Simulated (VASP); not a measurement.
A run of VASP 6.6.1 is set up as follows.

The input INCAR:

```
SYSTEM = Sr3P3W
ALGO = Normal
EDIFF = 1E-6
ENCUT = 520
GGA = PS
ISIF = 2
ISMEAR = 0
LASPH = .True.
LCHARG = .True.
LELF = .True.
LREAL = .False.
LVHAR = .True.
LWAVE = .False.
NBANDS = 72
NELM = 100
PREC = Accurate
SIGMA = 0.1
```

KPOINTS

```
k-points
0
Gamma
  3 3 4
  0 0 0
```

Contents of POSCAR:

```
Sr3P3W
1.0
    8.3069629091      0.0000000000      0.0000000000
   -4.1534814545      7.1940409075      0.0000000000
    0.0000000000      0.0000000000      5.5828944988
Sr W P
6 2 6
Direct
    0.9042465800      0.6500421400      0.2500000000
    0.7457955600      0.0957534200      0.2500000000
    0.3499578600      0.2542044400      0.2500000000
    0.0957534200      0.3499578600      0.7500000000
    0.2542044400      0.9042465800      0.7500000000
    0.6500421400      0.7457955600      0.7500000000
    0.6666666667      0.3333333333      0.7500000000
    0.3333333333      0.6666666667      0.2500000000
    0.8838669800      0.5805277500      0.7500000000
    0.6966607700      0.1161330200      0.7500000000
    0.4194722500      0.3033392300      0.7500000000
    0.1161330200      0.4194722500      0.2500000000
    0.3033392300      0.8838669800      0.2500000000
    0.5805277500      0.6966607700      0.2500000000
```

Potentials or basis: VASP PAW PBE potentials, release 64 (Sr_sv, W_sv, P).

The run is started by

```bash
$ cat potpaw_PBE.64/Sr_sv/POTCAR potpaw_PBE.64/W_sv/POTCAR potpaw_PBE.64/P/POTCAR > POTCAR
$ mpirun -np 1 vasp_std > vasp.out
```

Problem. Predict the largest force.

Solution. 11.169 eV/Å.

Problem. What does it give for the band gap on the k mesh?

Solution. Zero (bands 59 and 60 overlap by 0.55 eV).

Forces in eV/Å, atoms in the order of the input:
```
Sr    0.228  -0.610   0.000
Sr   -0.643   0.108   0.000
Sr    0.415   0.502   0.000
Sr   -0.228   0.610   0.000
Sr    0.643  -0.108   0.000
Sr   -0.415  -0.502   0.000
W     0.000   0.000   0.000
W     0.000   0.000   0.000
P     4.975   9.999   0.000
P     6.172  -9.308   0.000
P   -11.147  -0.691   0.000
P    -4.975  -9.999   0.000
P    -6.172   9.308   0.000
P    11.147   0.691   0.000
```

Caveat: the cell differs from its parent crystal (N replaced by P, lengths x 1.067, strained); the PAW data sets were made with another functional, which shifts forces and pressure a little; spin-orbit coupling is left out, which moves the levels of the heavy elements.
